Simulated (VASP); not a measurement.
Input of a VASP 6.6.1 run:

INCAR

```
SYSTEM = AgCl
ALGO     = Normal         ! electronic algorithm
EDIFF    = 1E-6           ! SCF threshold, eV
ENCUT    = 520            ! plane-wave cutoff, eV
GGA      = PE             ! functional
ISIF     = 2              ! what is computed and relaxed
ISMEAR   = 0              ! smearing method
LASPH    = .TRUE.         ! aspherical terms in the spheres
LCHARG   = .FALSE.        ! write CHGCAR
LREAL    = .FALSE.        ! projectors in reciprocal space
LWAVE    = .FALSE.        ! write WAVECAR
NBANDS   = 16             ! bands
NELM     = 80             ! most SCF steps
PREC     = Accurate       ! precision mode
SIGMA    = 0.05           ! smearing width, eV
```

Contents of KPOINTS:

```
k-points
0
G
  8 8 8
  0 0 0
```

The input POSCAR:

```
AgCl
1.0
    0.0000000000      2.8286130000      2.7731500000
    2.7731500000      0.0000000000      2.7731500000
    2.7731500000      2.8286130000      0.0000000000
Ag Cl
1 1
Direct
    0.5000000000      0.5000000000      0.5000000000
    0.0000000000      0.0000000000      0.0000000000
```

Potentials or basis: VASP PAW PBE potentials, release 64 (Ag, Cl).

Launch:

```console
$ cat potpaw_PBE.64/Ag/POTCAR potpaw_PBE.64/Cl/POTCAR > POTCAR
$ mpirun -np 1 vasp_std > vasp.out
```

(1) Estimate the pressure.

(2) Estimate the band gap on the k mesh.

Results:

(1) 0.6 GPa.

(2) 0.86 eV (least direct gap 3.12 eV).

Caveat: the cell differs from its parent crystal (strain +0.0200 x Voigt [0, 1, 0, 0, 0, 0]).
